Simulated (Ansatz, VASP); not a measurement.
Si3Br: VASP beside Ansatz

```
Si Br
1.0
     0.00000    3.29437    3.29437
     3.29437    0.00000    3.29437
     3.29437    3.29437    0.00000
Si Br
3 1
Direct
  0.25000 0.25000 0.25000
  0.75000 0.75000 0.75000
  0.50000 0.50000 0.50000
  0.00000 0.00000 0.00000
```

Alike in both runs: functional PBE; k mesh 12 × 12 × 12; occupations gaussian, width 0.1 eV; no spin polarisation.

Ansatz relaxed the structure, and its values are those at the end. VASP's run is a single point on that final structure, the one shown.

|  | VASP | Ansatz |
| --- | --- | --- |
| version | VASP 6.6.1 | Ansatz 0.2.0 |
| potentials or method | VASP PAW PBE potentials, release 64 (Si, Br), cutoff 520 eV | scalar-relativistic, plane waves, PAW |
| valence electrons in the cell | 19 | 19 |

```csv
,VASP,Ansatz,Ansatz less VASP
gap on the k mesh at the Fermi level (eV),none,none,-
pressure (GPa),0.0,0.0,-0.02
```

A gap of «none» marks a metal or a gap that the smearing closes.
